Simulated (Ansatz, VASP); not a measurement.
Two plane-wave programs on SnO2

```
Sn O
1.0
     9.33468    0.00000    0.00000
     0.00000    3.22457    0.00000
     0.00000    0.00000   11.35355
Sn O
8 16
Direct
  0.41264 0.75000 0.60270
  0.08736 0.25000 0.10270
  0.91264 0.75000 0.89730
  0.58736 0.25000 0.39730
  0.55243 0.25000 0.88302
  0.44757 0.75000 0.11698
  0.05243 0.25000 0.61698
  0.94757 0.75000 0.38302
  0.92099 0.75000 0.57125
  0.07901 0.25000 0.42875
  0.42099 0.75000 0.92875
  0.57901 0.25000 0.07125
  0.03356 0.75000 0.21389
  0.96644 0.25000 0.78611
  0.53356 0.75000 0.28611
  0.46644 0.25000 0.71389
  0.61569 0.75000 0.51306
  0.38431 0.25000 0.48694
  0.11569 0.75000 0.98694
  0.88431 0.25000 0.01306
  0.80455 0.25000 0.35219
  0.19545 0.75000 0.64780
  0.69545 0.75000 0.85220
  0.30455 0.25000 0.14780
```

Alike in both runs: task electric field gradients; functional LDA; k mesh 3 × 6 × 2; occupations fermi-dirac, width 0.02 eV; no spin polarisation.

|  | VASP | Ansatz |
| --- | --- | --- |
| version | VASP 6.6.1 | Ansatz 0.2.0 |
| potentials or method | VASP PAW LDA potentials, release 64 (Sn_d, O) | plane-wave PAW, scalar-relativistic |
| plane-wave cutoff (eV) | 520 | 420 |
| valence electrons in the cell | 208 | 208 |

VASP gave:

```
gap on the k mesh at the Fermi level (eV)                     : 1.09
pressure (GPa)                                                : -8.6
traceless stress, the component that is largest in VASP (GPa) : -1.05
rms of the force components (eV/Å)                            : 0.187
size of Vzz on the site where it differs most (V/Å²)          : 66.1
```

Question: What did Ansatz give for the same quantities?

Answer: gap on the k mesh at the Fermi level (eV): 1.10; pressure (GPa): -9.3; traceless stress, the component that is largest in VASP (GPa): -1.28; rms of the force components (eV/Å): 0.209; size of Vzz on the site where it differs most (V/Å²): 59.8.

Ansatz warns that its potentials were made for another functional, while VASP's fit it. LDA's correlation is that of Perdew and Zunger in VASP and of Perdew and Wang (1992) in Ansatz. Atom by atom the forces differ by 0.022 eV/Å (rms over components).
